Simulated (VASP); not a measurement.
Wanted: the native input for a VASP 6.6.1 run.

```yaml
Task: single point
Functional: PBEsol
Potentials_or_basis: VASP PAW PBE potentials, release 64 (Mg, Zn, O)
Cutoff: 520 eV
k_mesh: 6 × 6 × 2
Occupations: gaussian, width 0.01 eV
Spin: no spin polarisation
Dipole_correction: no
Further_INCAR_settings: ALGO = Normal; EDIFF = 1e-06; NBANDS = 31
```

The structure of MgZn2O3 lies in POSCAR:

```
MgZn2O3
1.0
    3.0525990000      0.0000000000      0.0000000000
   -1.5262995000      2.6436282816      0.0000000000
    0.0000000000      0.0000000000      7.4520430000
Mg Zn O
1 2 3
Direct
    0.0000000000      0.0000000000      0.0000000000
    0.3333330000      0.6666670000      0.6684160000
    0.6666670000      0.3333330000      0.3315840000
    0.3333330000      0.6666670000      0.1607000000
    0.6666670000      0.3333330000      0.8393000000
    0.0000000000      0.0000000000      0.5000000000
```

The input as run:

INCAR

```
SYSTEM = MgZn2O3
  PREC = Accurate
  ENCUT = 520
  EDIFF = 1E-6
  ISMEAR = 0
  SIGMA = 0.01
  LREAL = .FALSE.
  LASPH = .TRUE.
  NELM = 80
  ALGO = Normal
  ISIF = 2
  LWAVE = .FALSE.
  LCHARG = .TRUE.
  GGA = PS
  LELF = .TRUE.
  LVHAR = .TRUE.
  NBANDS = 31
```

KPOINTS

```
regular mesh
0
G
  6 6 2
  0 0 0
```

Potentials or basis: VASP PAW PBE potentials, release 64 (Mg, Zn, O).

Run with:

```bash
$ cat potpaw_PBE.64/Mg/POTCAR potpaw_PBE.64/Zn/POTCAR potpaw_PBE.64/O/POTCAR > POTCAR
$ mpirun -np 1 vasp_std > vasp.out
```

Results of the run:

* Pressure: -6.9 GPa
* Largest force: 0.081 eV/Å
* Band gap on the k mesh: 1.61 eV, direct

Caveat: the k points lie up to 0.42 Å⁻¹ apart; the PAW data sets were made with another functional, which shifts forces and pressure a little.

It took 15 s on 1 thread of Intel(R) Xeon(R) 6975P-C (Granite Rapids), with other jobs on the host, peak memory 0.18 GiB.
